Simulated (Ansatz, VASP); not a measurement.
## One calculation of KF, two programs

```
K F
1.0
     0.00000    2.67185    2.67185
     2.67185    0.00000    2.67185
     2.67185    2.67185    0.00000
K F
1 1
Direct
  0.89500 0.89500 0.10500
  0.60500 0.60500 0.39500
```

Change from the starting cell: shortest bond scaled by 0.58, LAPW.

Alike in both runs: task single point; functional PBEsol; k mesh 8 × 8 × 8; occupations fermi-dirac, width 0.03 eV; no spin polarisation.

```csv
,VASP,Ansatz
version,VASP 6.6.1,Ansatz 0.2.0
potentials or method,"VASP PAW PBE potentials, release 64 (K_sv, F), cutoff 520 eV","all-electron LAPW, scalar-relativistic"
```

Ansatz gave:

| Item | Value |
| --- | --- |
| gap on the k mesh at the Fermi level (eV) | 3.95 |
| pressure (GPa) | 48.4 |
| traceless stress, the component that is largest in VASP (GPa) | 95.92 |
| rms of the force components (eV/Å) | 12.796 |

**Question.** Which values does VASP return?

**Answer.** gap on the k mesh at the Fermi level (eV): 3.89; pressure (GPa): 55.4; traceless stress, the component that is largest in VASP (GPa): 110.18; rms of the force components (eV/Å): 14.698.

VASP's potentials were made for PBE, not for PBEsol. Atom by atom the forces differ by 1.902 eV/Å (rms over components). The pressures are high and differ by over a tenth, so treat them with care. Ansatz ran all-electron here, and VASP with PAW potentials.
